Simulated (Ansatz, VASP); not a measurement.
# One calculation of AlP, two programs

Contents of INCAR:

```
SYSTEM = AlP
ALGO = Normal ; EDIFF = 1E-6
ENCUT = 500 ; GGA = PE
GGA_COMPAT = .FALSE. ; ISIF = 2
ISMEAR = -1 ; IVDW = 12
LASPH = .TRUE. ; LCHARG = .TRUE.
LELF = .TRUE. ; LREAL = .FALSE.
LVHAR = .TRUE. ; LWAVE = .FALSE.
NBANDS = 11 ; NELM = 120
PREC = Accurate ; SIGMA = 0.01
```

File KPOINTS:

```
k-points
0
G
  6 6 6
  0 0 0
```

POSCAR

```
AlP
1.0
    0.0000000000      2.7789547475      2.7789547475
    2.7789547475      0.0000000000      2.7789547475
    2.7789547475      2.7789547475      0.0000000000
Al P
1 1
Direct
    0.0000000000      0.0000000000      0.0000000000
    0.2500000000      0.2500000000      0.2500000000
```

Input for Ansatz:

```yaml
crystal:
  lattice:
    - [0.0, 2.7789547475117504, 2.7789547475117504]
    - [2.7789547475117504, 0.0, 2.7789547475117504]
    - [2.7789547475117504, 2.7789547475117504, 0.0]
  atoms:
    - { symbol: Al, position: [0.0, 0.0, 0.0] }
    - { symbol: P, position: [0.25, 0.25, 0.25] }
basis:
  ecutwfc: 517.016338673772
kpoints:
  mp_grid:
    grid: [6, 6, 6]
hamiltonian:
  xc: pbe
  dispersion: d3bj
  pseudopotentials:
    kind: paw
scf:
  occupations:
    method: fermi_dirac
    width: 0.01
output:
  stress: true
```

Alike in both runs: task single point; functional PBE; dispersion D3(BJ); k mesh 6 × 6 × 6; occupations fermi-dirac, width 0.01 eV; no spin polarisation.

|  | VASP | Ansatz |
| --- | --- | --- |
| version | VASP 6.6.1 | Ansatz 0.2.0 |
| potentials or method | VASP PAW PBE potentials, release 64 (Al, P), cutoff 500 eV | plane waves, PAW |
| valence electrons in the cell | 8 | 8 |

Ansatz gave:

| Property | Result |
| --- | --- |
| pressure (GPa) | -4.5 |

**Question.** Estimate VASP's values.

**Answer.** Pressure (GPa): -4.6.
